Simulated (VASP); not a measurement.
Wanted: the native input for a VASP 6.6.1 run.

```yaml
Task: single point
Functional: PBE
Potentials_or_basis: VASP PAW PBE potentials, release 64 (Gd, Cl)
Cutoff: 520 eV
k_mesh: 8 × 8 × 3
Occupations: fermi-dirac, width 0.05 eV
Spin: collinear spin, ferromagnetic start
Starting_moments: "[7.0, 7.0, 0.0, 0.0] μB"
Dipole_correction: no
Further_INCAR_settings: ALGO = Normal; EDIFF = 1e-07; NBANDS = 37
```

The structure of GdCl lies in POSCAR:

```
GdCl
1.0
    3.5934504933      0.0000000000      0.0000000000
   -1.7967252466      3.1120194144      0.0000000000
    0.0000000000      0.0000000000      9.3415359070
Gd Cl
2 2
Direct
    0.6666666667      0.3333333333      0.8317670000
    0.3333333333      0.6666666667      0.3317670000
    0.6666666667      0.3333333333      0.5432320000
    0.3333333333      0.6666666667      0.0432320000
```

These files were run (other wordings do the same):

INCAR

```
  PREC = Accurate
  ENCUT = 520
  EDIFF = 1E-7
  ISMEAR = -1
  SIGMA = 0.05
  LREAL = F
  LASPH = T
  NELM = 150
  ALGO = Normal
  ISIF = 2
  LWAVE = F
  LCHARG = F
  ISPIN = 2
  MAGMOM = 7 7 0 0
  LORBIT = 11
  LMAXMIX = 6
  GGA = PE
  NBANDS = 37
```

KPOINTS

```
Automatic mesh
0
Gamma
  8 8 3
```

Potentials or basis: VASP PAW PBE potentials, release 64 (Gd, Cl).

Launch:

```sh
$ cat potpaw_PBE.64/Gd/POTCAR potpaw_PBE.64/Cl/POTCAR > POTCAR
$ mpirun -np 1 vasp_std > vasp.out
```

Results of the run:

```json
{
 "Pressure": "2.7 GPa",
 "Largest force": "0.030 eV/Å",
 "Net moment": "14.06 μB per cell",
 "Site moments": "Gd +6.72; Cl -0.02 μB",
 "Valence electrons inside the program's atomic spheres": "Gd 15.25; Cl 5.15"
}
```

Wall time 9.2 min on 1 thread of Intel(R) Xeon(R) 6975P-C (Granite Rapids) (shared host), peak memory 0.35 GiB.
